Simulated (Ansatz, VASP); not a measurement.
## Ni in VASP and in Ansatz

```xyz
3
Lattice="3.8313 0.0000 0.0000 -1.9157 3.3180 0.0000 0.0000 0.0000 2.3020" Properties=species:S:1:pos:R:3 pbc="T T T"
Ni    3.8313    0.0000    0.0000
Ni    0.0000    2.2120    1.1510
Ni    1.9157    1.1060    1.1510
```

Alike in both runs: task single point; functional r2SCAN; k mesh 10 × 10 × 15; occupations fermi-dirac, width 0.1 eV; no spin polarisation.

|  | VASP | Ansatz |
| --- | --- | --- |
| version | VASP 6.6.1 | Ansatz 0.2.0 |
| potentials or method | VASP PAW PBE potentials, release 64 (Ni), cutoff 520 eV | plane waves (500 eV) with PAW, scalar-relativistic |
| valence electrons in the cell | 30 | 54 |

|  | VASP | Ansatz | Ansatz less VASP |
| --- | --- | --- | --- |
| pressure (GPa) | 22.7 | 22.3 | -0.34 |
| traceless stress, the component that is largest in VASP (GPa) | -0.69 | -0.65 | +0.041 |

VASP's potentials were made for PBE, not for r2SCAN. With one functional, cell and mesh, what is left measures potentials, basis and numerics. VASP's potentials hold 30 valence electrons a cell and Ansatz's 54, so a difference there can come from the potentials and not from the codes.
